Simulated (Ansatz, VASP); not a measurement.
## One calculation of CdTe, two programs

```
Cd Te
1.0
     0.00000    3.36525    3.12487
     3.36525    0.00000    3.12487
     3.36525    3.36525    0.00000
Cd Te
1 1
Cartesian
  0.0000 0.0000 0.0000
  5.0479 5.0479 4.6873
```

Change from the starting cell: strain +0.050 along x and y, -0.025 along z, atoms carried along.

Alike in both runs: task single point; functional r2SCAN; k mesh 8 × 8 × 8; occupations gaussian, width 0.05 eV; no spin polarisation.

```csv
,VASP,Ansatz
version,VASP 6.6.1,Ansatz 0.2.0
potentials or method,"VASP PAW PBE potentials, release 64 (Cd, Te), cutoff 520 eV","scalar-relativistic, plane waves, PAW"
valence electrons in the cell,18,36
```

Ansatz gave:

```
gap on the k mesh at the Fermi level (eV)                     : 1.00
least direct gap on the mesh (eV)                             : 1.00
pressure (GPa)                                                : -0.2
traceless stress, the component that is largest in VASP (GPa) : 0.72
```

**Question.** Estimate VASP's values.

**Answer.** gap on the k mesh at the Fermi level (eV): 0.99; least direct gap on the mesh (eV): 0.99; pressure (GPa): -0.1; traceless stress, the component that is largest in VASP (GPa): 0.72.

VASP's potentials were made for PBE, not for r2SCAN. VASP's potentials hold 18 valence electrons a cell and Ansatz's 36, so a difference there can come from the potentials and not from the codes.

Neither program's run includes spin-orbit coupling.
